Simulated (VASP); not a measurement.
# V3F (R-3m) in VASP: notebook

The runs below take V3F through single point, with PBE.

Everything below comes from runs of VASP 6.6.1. Logs are shortened: lines on timing, memory, paths and dates and some standing lists are left out, and cuts for length are marked.

### Step 1. The cell of the first run

It takes space group R-3m (No. 166, trigonal). Conventional cell: a = 4.576 Å, b = 4.576 Å, c = 8.687 Å, α = 90.00°, β = 90.00°, γ = 120.00°. Within 2.9 Å of V (site symmetry 3m) lie 4 V at 2.16 to 2.74 Å and 4 F at 2.18 to 2.74 Å. Within 2.9 Å of V (site symmetry -3m) lie 8 V at 2.16 to 2.74 Å. Within 2.9 Å of F (site symmetry -3m) lie 8 V at 2.18 to 2.74 Å.

### Step 2. Single point, PBE, collinear spin, ferrimagnetic start

File INCAR:

```
ALGO     = Normal         # electronic algorithm
EDIFF    = 1E-7           # SCF threshold, eV
ENCUT    = 520            # plane-wave cutoff, eV
GGA      = PE             # functional
ISIF     = 2              # what is computed and relaxed
ISMEAR   = 0              # smearing method
ISPIN    = 2              # spin polarisation
LASPH    = T              # aspherical terms in the spheres
LCHARG   = F              # write CHGCAR
LMAXMIX  = 4              # l up to which the mixer works
LORBIT   = 11             # projections on sites
LREAL    = F              # projectors in reciprocal space
LWAVE    = F              # write WAVECAR
MAGMOM   = -2 -2 2 0      # initial moments
NBANDS   = 35             # bands
NELM     = 150            # most SCF steps
PREC     = Accurate       # precision mode
SIGMA    = 0.1            # smearing width, eV
```

File KPOINTS:

```
k-points
0
Gamma
  6 6 6
```

File POSCAR:

```
V3F
1.0
    2.2880041421      1.3209798073      2.8956703505
   -2.2880041421      1.3209798073      2.8956703505
    0.0000000000     -2.6419596147      2.8956703505
V F
3 1
Direct
    0.2509888782      0.2509888782      0.2509888782
    0.7490111218      0.7490111218      0.7490111218
    0.5000000000      0.5000000000      0.5000000000
    0.0000000000      0.0000000000      0.0000000000
```

Potentials or basis: VASP PAW PBE potentials, release 64 (V_sv, F).

Launch:

```console
> cat potpaw_PBE.64/V_sv/POTCAR potpaw_PBE.64/F/POTCAR > POTCAR
> mpirun -np 1 vasp_std > vasp.out
```

OUTCAR:

```text
EDIFF = 1E-7
   ENCUT = 520
   GGA = PE
   ISIF = 2
   ISMEAR = 0
   ISPIN = 2
   LASPH = T
   LORBIT = 11
   LREAL = F
   NELM = 150
   PREC = Accurate

 ion  position               nearest neighbor table
   1  0.251  0.251  0.251-   3 2.16   4 2.18   3 2.74   3 2.74   3 2.74
   2  0.749  0.749  0.749-   3 2.16   4 2.18   3 2.74   3 2.74   3 2.74
   3  0.500  0.500  0.500-   1 2.16   2 2.16   1 2.74   2 2.74   1 2.74   1 2.74   2 2.74   2 2.74

   4  0.000  0.000  0.000-   1 2.18   2 2.18

  LATTYP: Found a trigonal (rhomboedric) cell.
 ALAT       =     3.9198032329
 COS(alpha) =     0.3185796883

  Lattice vectors:

 A1 = (   2.2880041421,   1.3209798073,   2.8956703505)
 A2 = (  -2.2880041421,   1.3209798073,   2.8956703505)
 A3 = (   0.0000000000,  -2.6419596147,   2.8956703505)

Analysis of symmetry for initial positions (statically):
=====================================================================
 Subroutine PRICEL returns:
 Original cell was already a primitive cell.

 Routine SETGRP: Setting up the symmetry group for a
 trigonal (rhombohedral) supercell.

 Subroutine GETGRP returns: Found 12 space group operations
 (whereof 12 operations were pure point group operations)
 out of a pool of 12 trial point group operations.

The static configuration has the point symmetry D_3d.

Analysis of symmetry for dynamics (positions and initial velocities):
=====================================================================
 Subroutine PRICEL returns:
 Original cell was already a primitive cell.

 Routine SETGRP: Setting up the symmetry group for a
 trigonal (rhombohedral) supercell.

 Subroutine GETGRP returns: Found 12 space group operations
 (whereof 12 operations were pure point group operations)
 out of a pool of 12 trial point group operations.

The dynamic configuration has the point symmetry D_3d.

Analysis of structural, dynamic, and magnetic symmetry:
=====================================================================
 Subroutine PRICEL returns:
 Original cell was already a primitive cell.

 Routine SETGRP: Setting up the symmetry group for a
 trigonal (rhombohedral) supercell.

 Subroutine GETGRP returns: Found 12 space group operations
 (whereof 12 operations were pure point group operations)
 out of a pool of 12 trial point group operations.

[... 123 lines left out ...]
     AMIX     =   0.40;   BMIX     =  1.00
     AMIX_MAG =   1.60;   BMIX_MAG =  1.00
  volume/ion in A,a.u.               =      13.13        88.59
  Fermi-wavevector in a.u.,A,eV,Ry     =   1.566425  2.960114 33.384450  2.453688
  Thomas-Fermi vector in A             =   2.668755
   LORBIT       =     11    0 simple, 1 ext, 2 COOP (PROOUT), +10 PAW based schemes
   GGA     = PE    functional components
   LHFCALC =     F    Hartree Fock is set to
   AEXX    =    0.0000 exact exchange contribution
   IVDW    =     0    specifies the selected vdW correction
   LEPSILON=     F    determine dielectric tensor
   LRPA    =     F    only Hartree local field effects (RPA)
 spin polarized calculation
 Gauss-broadening in eV      SIGMA  =   0.10
  energy-cutoff  :      520.00
  volume of cell :       52.51
 maximum number of plane-waves:      1448
 NGX is ok and might be reduce to    30
   NGX = 15   NGY = 15   NGZ = 15

 number of electron      45.9999984 magnetization      -0.0000620

 Free energy of the ion-electron system (eV)
  ---------------------------------------------------
  ext. energy  EPLUGINS =         0.00000000
  ---------------------------------------------------
  free energy    TOTEN  =       -27.81155582 eV

  energy without entropy =      -27.78940966  energy(sigma->0) =      -27.80048274

 E-fermi :   8.0772     XC(G=0): -12.1098

 val. band max:        8.0546779545   @ k =   0.1667   0.0000  -0.0000
 cond. band min:       8.0804840415   @ k =  -0.3333  -0.3333   0.1667
 fundamental gap:      0.0258060870
 Fermi energy:         8.0772299970

 spin component 1

 k-point     1 :       0.0000    0.0000    0.0000
  band No.  band energies     occupation
      1     -55.9149      1.00000
      2     -55.8096      1.00000
      3     -54.9836      1.00000
      4     -30.2342      1.00000
      5     -29.7937      1.00000
      6     -29.7937      1.00000
[... 901 lines left out ...]
     34      12.4886      0.00000
     35      14.3371      0.00000

 [... further k-points ...]

 spin component 2

 k-point     1 :       0.0000    0.0000    0.0000
  band No.  band energies     occupation
      1     -55.9149      1.00000
      2     -55.8097      1.00000
      3     -54.9835      1.00000
      4     -30.2342      1.00000
      5     -29.7937      1.00000
      6     -29.7937      1.00000
[... 901 lines left out ...]
     34      12.4886      0.00000
     35      14.3371      0.00000

 [... further k-points ...]
[... 5 lines left out ...]
  --------------------------------------------------------------------------------------
  -------------------------------------------------------------------------------------
  Total        0.0313300      0.0313300      0.4611416      0.0000000     -0.0000000      0.0000000
  in kB        0.9559128      0.9559128     14.0699173      0.0000000     -0.0000000      0.0000000
  external PRESSURE =       5.3272477 kB  Pullay stress =       0.0000000 kB

 VOLUME and BASIS-vectors are now :
 -----------------------------------------------------------------------------
  energy-cutoff  :      520.00
  volume of cell :       52.51
      direct lattice vectors                 reciprocal lattice vectors
     2.288004142  1.320979807  2.895670351     0.218531073  0.126168974  0.115114393
    -2.288004142  1.320979807  2.895670351    -0.218531073  0.126168974  0.115114393
     0.000000000 -2.641959615  2.895670351     0.000000000 -0.252337948  0.115114393

 POSITION                                       TOTAL-FORCE (eV/Angst)
 -----------------------------------------------------------------------------------
      0.00000     -0.00000      2.18034        -0.000000      0.000000     -0.101286
      0.00000     -0.00000      6.50667        -0.000000     -0.000000      0.101286
      0.00000     -0.00000      4.34351         0.000000      0.000000     -0.000000
      0.00000      0.00000      0.00000        -0.000000      0.000000     -0.000000
 -----------------------------------------------------------------------------------
    total drift:                               -0.000000      0.000000      0.000000

  FREE ENERGIE OF THE ION-ELECTRON SYSTEM (eV)
  ---------------------------------------------------
  free  energy   TOTEN  =       -27.8115558234 eV

  energy  without entropy=      -27.7894096646  energy(sigma->0) =      -27.80048274

 total charge

# of ion       s       p       d       tot
------------------------------------------
    1        2.286   6.134   3.130  11.551
    2        2.286   6.134   3.130  11.551
    3        2.408   6.125   3.396  11.930
    4        1.769   4.257   0.000   6.026
--------------------------------------------------
tot          8.750  22.651   9.657  41.058

 magnetization (x)

# of ion       s       p       d       tot
------------------------------------------
    1       -0.000  -0.000  -0.000  -0.000
    2       -0.000  -0.000  -0.000  -0.000
    3        0.000  -0.000   0.000   0.000
    4       -0.000  -0.000   0.000  -0.000
--------------------------------------------------
tot          0.000  -0.000  -0.000  -0.000
```

OSZICAR:

```text
N       E                     dE             d eps       ncg     rms          rms(c)
DAV:   1     0.636934700952E+03    0.63693E+03   -0.26254E+04  4480   0.148E+03
DAV:   2     0.316702909182E+01   -0.63377E+03   -0.60731E+03  4528   0.498E+02
DAV:   3    -0.296257582474E+02   -0.32793E+02   -0.31065E+02  5024   0.125E+02
DAV:   4    -0.303195658111E+02   -0.69381E+00   -0.68923E+00  4655   0.167E+01
[... 11 lines left out ...]
DAV:  16    -0.278115565674E+02    0.67157E-06   -0.18526E-06  4525   0.125E-02    0.370E-03
DAV:  17    -0.278115559660E+02    0.60132E-06   -0.25245E-07  3742   0.381E-03    0.262E-03
DAV:  18    -0.278115558135E+02    0.15257E-06   -0.17308E-07  2943   0.365E-03    0.682E-04
DAV:  19    -0.278115558234E+02   -0.99217E-08   -0.24008E-08  2240   0.109E-03
   1 F= -.27811556E+02 E0= -.27800483E+02  d E =-.221462E-01  mag=    -0.0000
```

stdout:

```text
POSCAR found type information on POSCAR V F
 POSCAR found :  2 types and       4 ions
 scaLAPACK will be used
 LDA part: xc-table for (Slater+PW92), standard interpolation
 POSCAR, INCAR and KPOINTS ok, starting setup
 FFT: planning ... GRIDC
 FFT: planning ... GRID_SOFT
 FFT: planning ... GRID
 WAVECAR not read
 entering main loop
```

Wall time 3.6 min (1 thread of Oxide Virtual Turin-like, shared host); peak memory 0.2 GiB.

What came out:

```yaml
Free_energy: -27.8116 eV
Pressure: 0.5 GPa
Largest_force: 0.101 eV/Å
Band_gap_on_the_k_mesh: zero (filled and empty bands overlap)
Net_moment: 0.00 μB per cell
Valence_electrons_inside_the_program's_atomic_spheres: V 11.55, 11.93; F 6.03
```

Forces on the atoms (eV/Å):
```
V    0.000  0.000 -0.101
V    0.000  0.000  0.101
V    0.000  0.000  0.000
F    0.000  0.000  0.000
```

With open d or f shells a metallic result of PBE can be an artefact of self-interaction; +U or a hybrid may open a gap.

(Continued in part 2 of 3.)
